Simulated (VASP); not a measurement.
The system is CdF2.

```
Cd F
1.0
     0.00000    2.72224    2.72224
     2.72224    0.00000    2.72224
     2.72224    2.72224    0.00000
Cd F
1 2
Direct
  0.00000 0.00000 0.00000
  0.25000 0.25000 0.25000
  0.75000 0.75000 0.75000
```

```yaml
Program: VASP 6.6.1
Task: relaxation of cell and atoms
Functional: r2SCAN
Dispersion: rVV10
Potentials_or_basis: VASP PAW PBE potentials, release 64 (Cd, F)
Cutoff: 600 eV
k_mesh: 8 × 8 × 8
Occupations: fermi-dirac, width 0.02 eV
Spin: no spin polarisation
```

At the start: pressure -3.9 GPa; volume 13.45 Å³/atom.

**Question.** How do energy, volume and symmetry change on relaxing?

**Answer.** Over 3 steps the energy falls by 6.1 meV/atom and the volume is 12.97 Å³/atom (-3.6 %); space group Fm-3m (No. 225, to 0.1 Å) before and after.

The path:
| step | energy change (eV) | largest force (eV/Å) | pressure (GPa) | volume (Å³) |
| --- | --- | --- | --- | --- |
| 1 | 0.0000 | 0.0000 | -3.93 | 40.35 |
| 2 | -0.0164 | 0.0000 | 1.44 | 38.45 |
| 3 | -0.0184 | 0.0000 | 0.01 | 38.90 |

Final structure:
```
Cd F
1.0
     0.00000    2.68932    2.68932
     2.68932    0.00000    2.68932
     2.68932    2.68932    0.00000
Cd F
1 2
Direct
  0.00000 0.00000 0.00000
  0.25000 0.25000 0.25000
  0.75000 0.75000 0.75000
```

Caveat: the PAW data sets were made with another functional, which shifts forces and pressure a little.
